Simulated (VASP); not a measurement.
# KHfS2 (P-6m2) in VASP: a series of runs

Runs on KHfS2. Level: PBE. Tasks: single point.

All numbers are computed with VASP 6.6.1; they aren't measurements. Logs are shortened: lines on timing, memory, paths and dates and some standing lists are left out, and cuts for length are marked.

## Step 1: The cell of the first run

The structure is hexagonal, space group P-6m2 (No. 187). Conventional cell: a = 3.644 Å, b = 3.644 Å, c = 7.669 Å, α = 90.00°, β = 90.00°, γ = 120.00°. Within 4.1 Å of K (site symmetry -6m2) lie 6 S at 3.10 Å and 6 K at 3.64 Å. Within 3.4 Å of Hf (site symmetry -6m2) lie 6 S at 2.61 Å. Within 3.4 Å of S (site symmetry 3m) lie 3 Hf at 2.61 Å and 1 S at 3.10 Å and 3 K at 3.10 Å.

## Step 2: Single point, PBE

INCAR

```
SYSTEM = KHfS2
  PREC = Accurate
  ENCUT = 520
  EDIFF = 1E-6
  ISMEAR = 0
  SIGMA = 0.1
  LREAL = .FALSE.
  LASPH = .TRUE.
  NELM = 60
  ALGO = Normal
  ISIF = 2
  LWAVE = .FALSE.
  LCHARG = .FALSE.
  GGA = PE
  NBANDS = 24
```

KPOINTS

```
Automatic mesh
0
G
  6 6 2
  0 0 0
```

POSCAR

```
KHfS2
1.0
    3.6442089000      0.0000000000      0.0000000000
   -1.8221045000      3.1559775000      0.0000000000
    0.0000000000      0.0000000000      7.6687698000
K Hf S
1 1 2
Direct
    0.0000000000      0.0000000000      0.5000000000
    0.6666667000      0.3333333000      0.0000000000
    0.3333333000      0.6666667000      0.2022440000
    0.3333333000      0.6666667000      0.7977560000
```

Potentials or basis: VASP PAW PBE potentials, release 64 (K_sv, Hf_pv, S).

Started as:

```console
cat potpaw_PBE.64/K_sv/POTCAR potpaw_PBE.64/Hf_pv/POTCAR potpaw_PBE.64/S/POTCAR > POTCAR
mpirun -np 1 vasp_std > vasp.out
```

OUTCAR:

```text
SYSTEM = KHfS2
   PREC = Accurate
   ENCUT = 520
   EDIFF = 1E-6
   ISMEAR = 0
   LREAL = .FALSE.
   LASPH = .TRUE.
   NELM = 60
   ISIF = 2
   GGA = PE

 ion  position               nearest neighbor table
   1  0.000  0.000  0.500-   3 3.10   4 3.10   3 3.10   4 3.10   3 3.10   4 3.10
   2  0.667  0.333  0.000-   3 2.61   4 2.61   3 2.61   4 2.61   3 2.61   4 2.61
   3  0.333  0.667  0.202-   2 2.61   2 2.61   2 2.61   1 3.10   1 3.10   1 3.10
   4  0.333  0.667  0.798-   2 2.61   2 2.61   2 2.61   1 3.10   1 3.10   1 3.10

  LATTYP: Found a hexagonal cell.
 ALAT       =     3.6442089000
 C/A-ratio  =     2.1043716237

  Lattice vectors:

 A1 = (   3.6442089000,   0.0000000000,   0.0000000000)
 A2 = (  -1.8221045000,   3.1559775000,   0.0000000000)
 A3 = (   0.0000000000,   0.0000000000,   7.6687698000)

Analysis of symmetry for initial positions (statically):
=====================================================================
 Subroutine PRICEL returns:
 Original cell was already a primitive cell.

 Routine SETGRP: Setting up the symmetry group for a
 hexagonal supercell.

 Subroutine GETGRP returns: Found 12 space group operations
 (whereof 12 operations were pure point group operations)
 out of a pool of 24 trial point group operations.

The static configuration has the point symmetry D_3h.

Analysis of symmetry for dynamics (positions and initial velocities):
=====================================================================
 Subroutine PRICEL returns:
 Original cell was already a primitive cell.

 Routine SETGRP: Setting up the symmetry group for a
 hexagonal supercell.

 Subroutine GETGRP returns: Found 12 space group operations
 (whereof 12 operations were pure point group operations)
 out of a pool of 24 trial point group operations.

The dynamic configuration has the point symmetry D_3h.

 Subroutine INISYM returns: Found 12 space group operations
 (whereof 12 operations are pure point group operations),
 and found     1 'primitive' translations

----------------------------------------------------------------------------------------

                                     Primitive cell

  volume of cell :      88.1988

  direct lattice vectors                    reciprocal lattice vectors
     3.644208900  0.000000000  0.000000000     0.274407979  0.158429524  0.000000000
    -1.822104500  3.155977500  0.000000000     0.000000000  0.316859040  0.000000000
     0.000000000  0.000000000  7.668769800     0.000000000  0.000000000  0.130399011

[... 76 lines left out ...]
   EDIFF  = 0.1E-05   stopping-criterion for ELM
   LREAL  =      F    real-space projection
   EDIFFG = 0.1E-04   stopping-criterion for IOM
   NSW    =      0    number of steps for IOM
   IBRION =     -1    ionic relax: 0-MD 1-quasi-New 2-CG
   NFREE  =      0    steps in history (QN), initial steepest desc. (CG)
   ISIF   =      2    stress and relaxation
   ISYM   =      2    0-nonsym 1-usesym 2-fastsym
   POTIM  = 0.5000    time-step for ionic-motion
   TEBEG  =    0.0;   TEEND  =   0.0 temperature during run
   PSTRESS=    0.0 pullay stress
   NELECT =      31.0000    total number of electrons
   NUPDOWN=      -1.0000    fix difference up-down
   EMIN   =  10.00;   EMAX   =-10.00  energy-range for DOS
   EFERMI =   0.00;   METHOD = LEGACY
   ISMEAR =     0;   SIGMA  =   0.10  broadening in eV -4-tet -1-fermi 0-gaus
   EFERMI_NEDOS =   21; number of points for ismear=-14 and -15
   IALGO  =     38    algorithm
   IMIX   =      4    mixing-type and parameters
     AMIX     =   0.40;   BMIX     =  1.00
     AMIX_MAG =   1.60;   BMIX_MAG =  1.00
  volume/ion in A,a.u.               =      22.05       148.80
  Fermi-wavevector in a.u.,A,eV,Ry     =   1.155335  2.183266 18.161029  1.334798
  Thomas-Fermi vector in A             =   2.291964
   LORBIT       =      0    0 simple, 1 ext, 2 COOP (PROOUT), +10 PAW based schemes
   GGA     = PE    functional components
   LHFCALC =     F    Hartree Fock is set to
   AEXX    =    0.0000 exact exchange contribution
   IVDW    =     0    specifies the selected vdW correction
   LEPSILON=     F    determine dielectric tensor
   LRPA    =     F    only Hartree local field effects (RPA)
 non-spin polarized calculation
 Gauss-broadening in eV      SIGMA  =   0.10
  energy-cutoff  :      520.00
  volume of cell :       88.20
 maximum number of plane-waves:      2396
 NGX is ok and might be reduce to    28
   NGX = 13   NGY = 13   NGZ = 29

 number of electron      31.0000004 magnetization

 Free energy of the ion-electron system (eV)
  ---------------------------------------------------
  ext. energy  EPLUGINS =         0.00000000
  ---------------------------------------------------
  free energy    TOTEN  =       -24.96966659 eV

  energy without entropy =      -24.94829546  energy(sigma->0) =      -24.95898103

 E-fermi :   4.6589     XC(G=0):  -9.6941

 val. band max:        4.6450111021   @ k =   0.1667   0.1667   0.0000
 cond. band min:       4.7016910226   @ k =   0.3333   0.1667   0.5000
 fundamental gap:      0.0566799205
 Fermi energy:         4.6589188166

 k-point     1 :       0.0000    0.0000    0.0000
  band No.  band energies     occupation
      1     -26.7349      2.00000
      2     -26.6380      2.00000
      3     -26.6380      2.00000
      4     -26.5459      2.00000
      5     -10.3130      2.00000
      6      -9.8500      2.00000
[... 367 lines left out ...]
     23      10.6808      0.00000
     24      10.8770      0.00000

------------------------ aborting loop because EDIFF is reached ----------------------------------------

  FORCE on cell =-STRESS in cart. coord.  units (eV):
  Direction    XX          YY          ZZ          XY          YZ          ZX
  --------------------------------------------------------------------------------------
  -------------------------------------------------------------------------------------
  Total       -0.1634657     -0.1634657     -0.1134537      0.0000000     -0.0000000      0.0000000
  in kB       -2.9694382     -2.9694383     -2.0609452      0.0000000     -0.0000000      0.0000000
  external PRESSURE =      -2.6666072 kB  Pullay stress =       0.0000000 kB

 VOLUME and BASIS-vectors are now :
 -----------------------------------------------------------------------------
  energy-cutoff  :      520.00
  volume of cell :       88.20
      direct lattice vectors                 reciprocal lattice vectors
     3.644208900  0.000000000  0.000000000     0.274407979  0.158429524  0.000000000
    -1.822104500  3.155977500  0.000000000     0.000000000  0.316859040  0.000000000
     0.000000000  0.000000000  7.668769800     0.000000000  0.000000000  0.130399011

 POSITION                                       TOTAL-FORCE (eV/Angst)
 -----------------------------------------------------------------------------------
      0.00000      0.00000      3.83438        -0.000000     -0.000000      0.000000
      1.82210      1.05199      0.00000        -0.000000      0.000000      0.000000
     -0.00000      2.10399      1.55096         0.000000     -0.000000     -0.061528
     -0.00000      2.10399      6.11781         0.000000     -0.000000      0.061528
 -----------------------------------------------------------------------------------
    total drift:                                0.000141     -0.000081      0.000000

  FREE ENERGIE OF THE ION-ELECTRON SYSTEM (eV)
  ---------------------------------------------------
  free  energy   TOTEN  =       -24.9696665889 eV

  energy  without entropy=      -24.9482954621  energy(sigma->0) =      -24.95898103
```

OSZICAR:

```text
N       E                     dE             d eps       ncg     rms          rms(c)
DAV:   1     0.176630693200E+03    0.17663E+03   -0.14989E+04   672   0.116E+03
DAV:   2    -0.141348894216E+02   -0.19077E+03   -0.17973E+03   800   0.306E+02
DAV:   3    -0.265028155517E+02   -0.12368E+02   -0.12255E+02  1128   0.620E+01
DAV:   4    -0.267460536192E+02   -0.24324E+00   -0.24279E+00   912   0.815E+00
DAV:   5    -0.267508135790E+02   -0.47600E-02   -0.47589E-02  1008   0.934E-01    0.405E+01
DAV:   6    -0.250552630227E+02    0.16956E+01   -0.35301E+00   728   0.920E+00    0.296E+01
DAV:   7    -0.250141618495E+02    0.41101E-01   -0.13109E+00   840   0.662E+00    0.355E+00
DAV:   8    -0.249698852571E+02    0.44277E-01   -0.23698E-01   808   0.269E+00    0.131E+00
DAV:   9    -0.249693192759E+02    0.56598E-03   -0.20255E-02   824   0.803E-01    0.620E-01
DAV:  10    -0.249694891738E+02   -0.16990E-03   -0.19324E-03   856   0.215E-01    0.293E-01
DAV:  11    -0.249696365663E+02   -0.14739E-03   -0.26533E-04   880   0.909E-02    0.136E-01
DAV:  12    -0.249696596844E+02   -0.23118E-04   -0.42348E-05   792   0.359E-02    0.644E-02
DAV:  13    -0.249696649593E+02   -0.52749E-05   -0.75766E-06   816   0.153E-02    0.252E-02
DAV:  14    -0.249696664212E+02   -0.14619E-05   -0.19784E-06   720   0.815E-03    0.491E-03
DAV:  15    -0.249696665889E+02   -0.16767E-06   -0.32188E-07   624   0.319E-03
   1 F= -.24969667E+02 E0= -.24958981E+02  d E =-.213711E-01
```

It took 17 s on 1 thread of Intel Xeon 6975P-C (Granite Rapids), shared host; peak memory 0.21 GiB.

What came out:

```
Free energy            : -24.9697 eV
Pressure               : -0.3 GPa
Largest force          : 0.062 eV/Å
Band gap on the k mesh : zero (an odd number of electrons rules out a gap without spin polarisation)
```

Forces in eV/Å, atoms in the order of the input:
```
K    0.000  0.000  0.000
Hf   0.000  0.000  0.000
S    0.000  0.000 -0.062
S    0.000  0.000  0.062
```

Stress tensor (GPa, compression positive):
```
-0.30  0.00  0.00
 0.00 -0.30  0.00
 0.00  0.00 -0.21
```

Caveat: the k points lie up to 0.41 Å⁻¹ apart, too coarse for converged energies and pressures of a metal; spin-orbit coupling is left out, which moves the levels of the heavy elements.

## Step 3: Single point, PBE

INCAR

```
SYSTEM = KHfS2
PREC = Accurate ; ENCUT = 520
EDIFF = 1E-6 ; ISMEAR = 0
SIGMA = 0.1 ; LREAL = .False.
LASPH = .True. ; NELM = 100
ALGO = Normal ; ISIF = 2
LWAVE = .False. ; LCHARG = .False.
GGA = PE ; NBANDS = 24
```

KPOINTS

```
Automatic mesh
0
Gamma
  12 12 6
  0 0 0
```

POSCAR

```
KHfS2
1.0
    3.6442089092      0.0000000289      0.0000000000
   -1.8221044796      3.1559774776      0.0000000000
    0.0000000000      0.0000000000      7.6687698000
K Hf S
1 1 2
Direct
    0.0000000000      0.0000000000      0.5000000000
    0.6666666667      0.3333333333      0.0000000000
    0.3333333333      0.6666666667      0.2022440000
    0.3333333333      0.6666666667      0.7977560000
```

Potentials or basis: VASP PAW PBE potentials, release 64 (K_sv, Hf_pv, S).

Started as:

```console
cat potpaw_PBE.64/K_sv/POTCAR potpaw_PBE.64/Hf_pv/POTCAR potpaw_PBE.64/S/POTCAR > POTCAR
mpirun -np 1 vasp_std > vasp.out
```

Wall time 73 s (1 thread of Intel Xeon 6975P-C (Granite Rapids), shared host); peak memory 0.31 GiB.

It converged, with:

| Item | Value |
| --- | --- |
| Free energy | -24.9824 eV |
| Pressure | -0.3 GPa |
| Largest force | 0.067 eV/Å |
| Band gap on the k mesh | zero (an odd number of electrons rules out a gap without spin polarisation) |

Forces on the atoms (eV/Å):
```
K    0.000  0.000  0.000
Hf   0.000  0.000  0.000
S    0.000  0.000 -0.067
S    0.000  0.000  0.067
```

Stress tensor (GPa, compression positive):
```
-0.33  0.00  0.00
 0.00 -0.33  0.00
 0.00  0.00 -0.25
```

Levels at points of the mesh, in eV from the Fermi level:
```
           k point  band 13  band 14  band 15  band 16  band 17  band 18
(0.00, 0.00, 0.00)    -2.33    -2.33    -2.15     0.48     1.97     2.44
(0.50, 0.00, 0.00)    -3.50    -2.64    -2.46    -0.50     2.98     3.04
(0.00, 0.00, 0.50)    -3.13    -2.34    -2.34     1.29     2.58     2.58
(0.50, 0.00, 0.50)    -3.45    -2.74    -2.72    -0.28     2.53     3.34
```

Caveat: spin-orbit coupling is left out, which moves the levels of the heavy elements.

The gap in the log of VASP goes by the Fermi energy; the results here count the filled bands.